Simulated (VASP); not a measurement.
# Ru (Pm-3m) in VASP: notebook, part 2 of 2

VASP 6.6.1.

## 4. Single point, LDA (volume scaled by 1.12)

Input file INCAR:

```
ALGO = Normal
EDIFF = 1E-6
ENCUT = 520
ISIF = 2
ISMEAR = -1
LASPH = T
LCHARG = F
LREAL = F
LWAVE = F
NBANDS = 13
NELM = 60
PREC = Accurate
SIGMA = 0.1
```

Input file KPOINTS:

```
k-points
0
Gamma
  14 14 14
```

Input file POSCAR:

```
Ru
1.0
    2.5590831066      0.0000000000      0.0000000000
    0.0000000000      2.5590831066      0.0000000000
    0.0000000000      0.0000000000      2.5590831066
Ru
1
Direct
    0.0000000000      0.0000000000      0.0000000000
```

Potentials or basis: VASP PAW LDA potentials, release 64 (Ru_pv).

Run with:

```sh
cat potpaw_LDA.64/Ru_pv/POTCAR > POTCAR
mpirun -np 1 vasp_std > vasp.out
```

OUTCAR:

```text
EDIFF = 1E-6
   ENCUT = 520
   ISIF = 2
   ISMEAR = -1
   LASPH = T
   LREAL = F
   NELM = 60
   PREC = Accurate

 ion  position               nearest neighbor table
   1  0.000  0.000  0.000-

  LATTYP: Found a simple cubic cell.
 ALAT       =     2.5590831066

  Lattice vectors:

 A1 = (   2.5590831066,   0.0000000000,   0.0000000000)
 A2 = (   0.0000000000,   2.5590831066,   0.0000000000)
 A3 = (   0.0000000000,   0.0000000000,   2.5590831066)

Analysis of symmetry for initial positions (statically):
=====================================================================
 Subroutine PRICEL returns:
 Original cell was already a primitive cell.

 Routine SETGRP: Setting up the symmetry group for a
 simple cubic supercell.

 Subroutine GETGRP returns: Found 48 space group operations
 (whereof 48 operations were pure point group operations)
 out of a pool of 48 trial point group operations.

The static configuration has the point symmetry O_h .

Analysis of symmetry for dynamics (positions and initial velocities):
=====================================================================
 Subroutine PRICEL returns:
 Original cell was already a primitive cell.

 Routine SETGRP: Setting up the symmetry group for a
 simple cubic supercell.

 Subroutine GETGRP returns: Found 48 space group operations
 (whereof 48 operations were pure point group operations)
 out of a pool of 48 trial point group operations.

The dynamic configuration has the point symmetry O_h .

 Subroutine INISYM returns: Found 48 space group operations
 (whereof 48 operations are pure point group operations),
 and found     1 'primitive' translations

----------------------------------------------------------------------------------------

                                     Primitive cell

  volume of cell :      16.7592

  direct lattice vectors                    reciprocal lattice vectors
     2.559083107  0.000000000  0.000000000     0.390764957  0.000000000  0.000000000
     0.000000000  2.559083107  0.000000000     0.000000000  0.390764957  0.000000000
     0.000000000  0.000000000  2.559083107     0.000000000  0.000000000  0.390764957

  length of vectors
     2.559083107  2.559083107  2.559083107     0.390764957  0.390764957  0.390764957

  position of ions in fractional coordinates (direct lattice)
     0.000000000  0.000000000  0.000000000

  ion indices of the primitive-cell ions
   primitive index   ion index
                 1           1

----------------------------------------------------------------------------------------

 KPOINTS: k-points

Automatic generation of k-mesh.
 Grid dimensions read from file:
 generate k-points for:   14   14   14

 Generating k-lattice:

  Cartesian coordinates                     Fractional coordinates (reciprocal lattice)
     0.027911783  0.000000000  0.000000000     0.071428571  0.000000000  0.000000000
     0.000000000  0.027911783  0.000000000     0.000000000  0.071428571  0.000000000
     0.000000000  0.000000000  0.027911783     0.000000000  0.000000000  0.071428571

  Length of vectors
     0.027911783  0.027911783  0.027911783

  Shift w.r.t. Gamma in fractional coordinates (k-lattice)
     0.000000000  0.000000000  0.000000000

 Subroutine IBZKPT returns following result:
 ===========================================

 Found    120 irreducible k-points:

 Following reciprocal coordinates:
            Coordinates               Weight
  0.000000  0.000000  0.000000      1.000000
  0.071429  0.000000  0.000000      6.000000
  0.142857  0.000000  0.000000      6.000000
  0.214286  0.000000  0.000000      6.000000
  0.285714  0.000000  0.000000      6.000000
  0.357143  0.000000  0.000000      6.000000
[... 16 lines left out ...]
  0.285714  0.214286  0.000000     24.000000
  0.357143  0.214286  0.000000     24.000000
 [... further k-points ...]
   k-points           NKPTS =    120   k-points in BZ     NKDIM =    120   number of bands    NBANDS=     13
   number of dos      NEDOS =    301   number of ions     NIONS =      1
   total plane-waves  NPLWV =   8000
   dimension x,y,z NGX =    20 NGY =   20 NGZ =   20
   dimension x,y,z NGXF=    40 NGYF=   40 NGZF=   40
   ions per type =               1
   NGX,Y,Z   is equivalent  to a cutoff of  12.99, 12.99, 12.99 a.u.
   NGXF,Y,Z  is equivalent  to a cutoff of  25.99, 25.99, 25.99 a.u.
 SYSTEM =  unknown system
   PREC   = accura    normal or accurate (medium, high low for compatibility)
   ISTART =      0    job   : 0-new  1-cont  2-samecut
   ICHARG =      2    charge: 1-file 2-atom 10-const
   ISPIN  =      1    spin polarized calculation?
   LNONCOLLINEAR =      F non collinear calculations
   LSORBIT =      F    spin-orbit coupling
   LASPH  =      T    aspherical Exc in radial PAW
   ENCUT  =  520.0 eV  38.22 Ry    6.18 a.u.   4.76  4.76  4.76*2*pi/ulx,y,z
   NELM   =     60;   NELMIN=  2; NELMDL= -5     # of ELM steps
   EDIFF  = 0.1E-05   stopping-criterion for ELM
   LREAL  =      F    real-space projection
   EDIFFG = 0.1E-04   stopping-criterion for IOM
   NSW    =      0    number of steps for IOM
   IBRION =     -1    ionic relax: 0-MD 1-quasi-New 2-CG
   NFREE  =      0    steps in history (QN), initial steepest desc. (CG)
   ISIF   =      2    stress and relaxation
   ISYM   =      2    0-nonsym 1-usesym 2-fastsym
   POTIM  = 0.5000    time-step for ionic-motion
   TEBEG  =    0.0;   TEEND  =   0.0 temperature during run
   PSTRESS=    0.0 pullay stress
   NELECT =      14.0000    total number of electrons
   NUPDOWN=      -1.0000    fix difference up-down
   EMIN   =  10.00;   EMAX   =-10.00  energy-range for DOS
   EFERMI =   0.00;   METHOD = LEGACY
   ISMEAR =    -1;   SIGMA  =   0.10  broadening in eV -4-tet -1-fermi 0-gaus
   EFERMI_NEDOS =   21; number of points for ismear=-14 and -15
   IALGO  =     38    algorithm
   IMIX   =      4    mixing-type and parameters
     AMIX     =   0.40;   BMIX     =  1.00
     AMIX_MAG =   1.60;   BMIX_MAG =  1.00
  volume/ion in A,a.u.               =      16.76       113.10
  Fermi-wavevector in a.u.,A,eV,Ry     =   1.541818  2.913614 32.343808  2.377203
  Thomas-Fermi vector in A             =   2.647710
   LORBIT       =      0    0 simple, 1 ext, 2 COOP (PROOUT), +10 PAW based schemes
   GGA     = CA    functional components
   LHFCALC =     F    Hartree Fock is set to
   AEXX    =    0.0000 exact exchange contribution
   IVDW    =     0    specifies the selected vdW correction
   LEPSILON=     F    determine dielectric tensor
   LRPA    =     F    only Hartree local field effects (RPA)
 non-spin polarized calculation
  energy-cutoff  :      520.00
  volume of cell :       16.76
 maximum number of plane-waves:       468
 NGX is ok and might be reduce to    20
   NGX =  9   NGY =  9   NGZ =  9

 number of electron      14.0000011 magnetization

 Free energy of the ion-electron system (eV)
  ---------------------------------------------------
  ext. energy  EPLUGINS =         0.00000000
  ---------------------------------------------------
  free energy    TOTEN  =        -9.36120081 eV

  energy without entropy =       -9.30400357  energy(sigma->0) =       -9.33260219

 E-fermi :   9.4011     XC(G=0): -12.9746

 val. band max:        9.3935665537   @ k =   0.2857   0.1429   0.0000
 cond. band min:       9.4024284020   @ k =   0.4286   0.4286   0.2857
 fundamental gap:      0.0088618483
 Fermi energy:         9.4010912874

 k-point     1 :       0.0000    0.0000    0.0000
  band No.  band energies     occupation
      1     -32.7550      2.00000
      2     -32.7550      2.00000
      3     -32.7550      2.00000
      4       2.5766      2.00000
      5       4.4792      2.00000
      6       4.4792      2.00000
      7      10.9006      0.00000
      8      10.9006      0.00000
      9      10.9006      0.00000
     10      19.9327      0.00000
     11      25.5224      0.00000
     12      25.5224      0.00000
     13      25.5224      0.00000

 k-point     2 :       0.0714    0.0000    0.0000
  band No.  band energies     occupation
      1     -32.8011      2.00000
      2     -32.7511      2.00000
      3     -32.7511      2.00000
      4       2.7244      2.00000
      5       4.5109      2.00000
      6       4.6239      2.00000
      7      10.7538      0.00000
      8      10.7538      0.00000
      9      10.9119      0.00000
     10      19.9327      0.00000
     11      24.6164      0.00000
[... 339 lines left out ...]
 k-point    24 :       0.3571    0.2143    0.0000
  band No.  band energies     occupation
      1     -33.4420      2.00000
      2     -33.0349      2.00000
      3     -32.6620      2.00000
      4       5.1609      2.00000
      5       5.8532      2.00000
      6       7.2702      2.00000
      7       9.0532      1.94018
      8      10.1370      0.00127
      9      10.1411      0.00122
     10      18.3850      0.00000
     11      19.9333      0.00000
     12      24.4271      0.00000
     13      27.9605      0.00000

 [... further k-points ...]
[... 5 lines left out ...]
  --------------------------------------------------------------------------------------
  -------------------------------------------------------------------------------------
  Total       -2.3100552     -2.3100552     -2.3100552      0.0000000      0.0000000     -0.0000000
  in kB     -220.8410319   -220.8410319   -220.8410319      0.0000000      0.0000000     -0.0000000
  external PRESSURE =    -220.8410319 kB  Pullay stress =       0.0000000 kB

 VOLUME and BASIS-vectors are now :
 -----------------------------------------------------------------------------
  energy-cutoff  :      520.00
  volume of cell :       16.76
      direct lattice vectors                 reciprocal lattice vectors
     2.559083107  0.000000000  0.000000000     0.390764957  0.000000000  0.000000000
     0.000000000  2.559083107  0.000000000     0.000000000  0.390764957  0.000000000
     0.000000000  0.000000000  2.559083107     0.000000000  0.000000000  0.390764957

 POSITION                                       TOTAL-FORCE (eV/Angst)
 -----------------------------------------------------------------------------------
      0.00000      0.00000      0.00000         0.000000      0.000000      0.000000
 -----------------------------------------------------------------------------------
    total drift:                                0.000000      0.000000      0.000000

  FREE ENERGIE OF THE ION-ELECTRON SYSTEM (eV)
  ---------------------------------------------------
  free  energy   TOTEN  =        -9.3612008110 eV

  energy  without entropy=       -9.3040035705  energy(sigma->0) =       -9.33260219
```

OSZICAR:

```text
N       E                     dE             d eps       ncg     rms          rms(c)
DAV:   1     0.109226908478E+03    0.10923E+03   -0.84105E+03  3133   0.111E+03
DAV:   2    -0.844436447115E+01   -0.11767E+03   -0.11233E+03  3360   0.318E+02
DAV:   3    -0.981742298743E+01   -0.13731E+01   -0.13652E+01  3590   0.384E+01
DAV:   4    -0.982195136236E+01   -0.45284E-02   -0.45282E-02  3345   0.238E+00
DAV:   5    -0.982198531374E+01   -0.33951E-04   -0.33951E-04  3665   0.190E-01    0.902E+00
DAV:   6    -0.937963217647E+01    0.44235E+00   -0.93825E-01  3190   0.113E+01    0.241E+00
DAV:   7    -0.936420767404E+01    0.15425E-01   -0.22734E-02  3380   0.150E+00    0.101E+00
DAV:   8    -0.936132522145E+01    0.28825E-02   -0.32828E-03  3245   0.714E-01    0.115E-01
DAV:   9    -0.936119822928E+01    0.12699E-03   -0.86268E-05  3300   0.124E-01    0.199E-02
DAV:  10    -0.936120082895E+01   -0.25997E-05   -0.28852E-06  3196   0.183E-02    0.129E-03
DAV:  11    -0.936120081095E+01    0.17996E-07   -0.16007E-07  1610   0.494E-03
   1 F= -.93612008E+01 E0= -.93326022E+01  d E =-.571972E-01
```

stdout:

```text
POSCAR found type information on POSCAR Ru
 POSCAR found :  1 types and       1 ions
 scaLAPACK will be used
 LDA part: xc-table for (Slater(with rela. corr.)+CA(PZ))
 , standard interpolation
 POSCAR, INCAR and KPOINTS ok, starting setup
 FFT: planning ... GRIDC
 FFT: planning ... GRID_SOFT
 FFT: planning ... GRID
 WAVECAR not read
 entering main loop
```

It took 21 s on 1 thread of Intel Xeon 8259CL, shared host; peak memory 0.13 GiB.

What came out:

| Item | Value |
| --- | --- |
| Free energy | -9.3612 eV |
| Pressure | -22.1 GPa |
| Band gap on the k mesh | zero (band 7 reaches 12.82 eV, above the bottom of band 8 at 8.70 eV) |

## 5. Summary

| cell | gap on the mesh (eV) | pressure (GPa) |
| --- | --- | --- |
| a = 2.464 Å, 1 atom | none | 1.1 |
| a = 2.497 Å, 1 atom | none | -8.5 |
| a = 2.559 Å, 1 atom | none | -22.1 |

Alike in all rows: task single point; level LDA; potentials or basis VASP PAW LDA potentials, release 64 (Ru_pv); no spin polarisation; k mesh 14 × 14 × 14; cutoff (eV) 520; smearing fermi-dirac 0.1 eV.

Total energies depend on the potentials used, so only differences within one code and one set of settings carry meaning.
